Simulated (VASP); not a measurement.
Here is a VASP 6.6.1 calculation.

INCAR

```
PREC = Accurate
ENCUT = 520
EDIFF = 1E-6
ISMEAR = -1
SIGMA = 0.02
LREAL = Auto
LASPH = T
NELM = 100
ALGO = Normal
ISIF = 2
LWAVE = F
LCHARG = F
GGA = PE
IBRION = 2
NSW = 80
EDIFFG = -0.03
NCORE = 4
```

KPOINTS

```
regular mesh
0
Gamma
  1 1 1
```

The input POSCAR:

```
Si62C
1.0
   10.8600000000      0.0000000000      0.0000000000
    0.0000000000     10.8600000000      0.0000000000
    0.0000000000      0.0000000000     10.8600000000
Si C
62 1
Direct
    0.5000000000      0.0000000000      0.0000000000
    0.6250000000      0.1250000000      0.1250000000
    0.7500000000      0.2500000000      0.0000000000
    0.8750000000      0.3750000000      0.1250000000
    0.7500000000      0.0000000000      0.2500000000
    0.8750000000      0.1250000000      0.3750000000
    0.0000000000      0.0000000000      0.0000000000
    0.1250000000      0.1250000000      0.1250000000
    0.2500000000      0.2500000000      0.0000000000
    0.3750000000      0.3750000000      0.1250000000
    0.5000000000      0.5000000000      0.0000000000
    0.6250000000      0.6250000000      0.1250000000
    0.7500000000      0.7500000000      0.0000000000
    0.8750000000      0.8750000000      0.1250000000
    0.2500000000      0.0000000000      0.2500000000
    0.3750000000      0.1250000000      0.3750000000
    0.5000000000      0.2500000000      0.2500000000
    0.6250000000      0.3750000000      0.3750000000
    0.7500000000      0.5000000000      0.2500000000
    0.5000000000      0.0000000000      0.5000000000
    0.6250000000      0.1250000000      0.6250000000
    0.7500000000      0.2500000000      0.5000000000
    0.8750000000      0.3750000000      0.6250000000
    0.7500000000      0.0000000000      0.7500000000
    0.8750000000      0.1250000000      0.8750000000
    0.0000000000      0.5000000000      0.0000000000
    0.1250000000      0.6250000000      0.1250000000
    0.2500000000      0.7500000000      0.0000000000
    0.3750000000      0.8750000000      0.1250000000
    0.0000000000      0.2500000000      0.2500000000
    0.1250000000      0.3750000000      0.3750000000
    0.2500000000      0.5000000000      0.2500000000
    0.3750000000      0.6250000000      0.3750000000
    0.5000000000      0.7500000000      0.2500000000
    0.6250000000      0.8750000000      0.3750000000
    0.0000000000      0.0000000000      0.5000000000
    0.1250000000      0.1250000000      0.6250000000
    0.2500000000      0.2500000000      0.5000000000
    0.3750000000      0.3750000000      0.6250000000
    0.5000000000      0.5000000000      0.5000000000
    0.6250000000      0.6250000000      0.6250000000
    0.8750000000      0.8750000000      0.6250000000
    0.2500000000      0.0000000000      0.7500000000
    0.3750000000      0.1250000000      0.8750000000
    0.5000000000      0.2500000000      0.7500000000
    0.6250000000      0.3750000000      0.8750000000
    0.7500000000      0.5000000000      0.7500000000
    0.8750000000      0.6250000000      0.8750000000
    0.0000000000      0.7500000000      0.2500000000
    0.1250000000      0.8750000000      0.3750000000
    0.0000000000      0.5000000000      0.5000000000
    0.1250000000      0.6250000000      0.6250000000
    0.2500000000      0.7500000000      0.5000000000
    0.3750000000      0.8750000000      0.6250000000
    0.0000000000      0.2500000000      0.7500000000
    0.1250000000      0.3750000000      0.8750000000
    0.2500000000      0.5000000000      0.7500000000
    0.3750000000      0.6250000000      0.8750000000
    0.5000000000      0.7500000000      0.7500000000
    0.6250000000      0.8750000000      0.8750000000
    0.0000000000      0.7500000000      0.7500000000
    0.1250000000      0.8750000000      0.8750000000
    0.7500000000      0.7500000000      0.5000000000
```

Potentials or basis: VASP PAW PBE potentials, release 64 (Si, C).

The run is started by

```bash
$ cat potpaw_PBE.64/Si/POTCAR potpaw_PBE.64/C/POTCAR > POTCAR
$ mpirun -np 4 vasp_gam > vasp.out
```

(1) Estimate the energy gained by relaxing.

Results:

(1) 44.2 meV/atom.

Caveat: the k points lie up to 0.58 Å⁻¹ apart.
